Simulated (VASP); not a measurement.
Here is a VASP 6.6.1 calculation.

Contents of INCAR:

```
SYSTEM = MnFe2N2
ALGO = Normal
EDIFF = 1E-6
ENCUT = 700
GGA = PE
GGA_COMPAT = .False.
ISIF = 2
ISMEAR = 0
ISPIN = 2
LASPH = .True.
LCHARG = .False.
LMAXMIX = 4
LORBIT = 11
LREAL = .False.
LWAVE = .False.
MAGMOM = 3 3 4 0 0
NBANDS = 40
NELM = 200
PREC = Accurate
SIGMA = 0.1
```

File KPOINTS:

```
k-points
0
Gamma
  9 9 4
  0 0 0
```

Contents of POSCAR:

```
MnFe2N2
1.0
    2.8941413859      0.0000000000      0.0000000000
   -1.4470706929      2.5063999623      0.0000000000
    0.0000000000      0.0000000000      6.2943681112
Fe Mn N
2 1 2
Direct
    0.3333333333      0.6666666667      0.8328020000
    0.6666666667      0.3333333333      0.1671980000
    0.0000000000      0.0000000000      0.5000000000
    0.3333333333      0.6666666667      0.2931870000
    0.6666666667      0.3333333333      0.7068130000
```

Potentials or basis: VASP PAW PBE potentials, release 64 (Fe_sv, Mn_sv, N).

Launch:

```sh
$ cat potpaw_PBE.64/Fe_sv/POTCAR potpaw_PBE.64/Mn_sv/POTCAR potpaw_PBE.64/N/POTCAR > POTCAR
$ mpirun -np 1 vasp_std > vasp.out
```

(1) What does it give for the pressure?

(2) Estimate the largest force.

Results:

(1) -3.0 GPa.

(2) 0.060 eV/Å.

Caveat: the run started ferromagnetic, and an antiferromagnetic order may lie lower in energy.
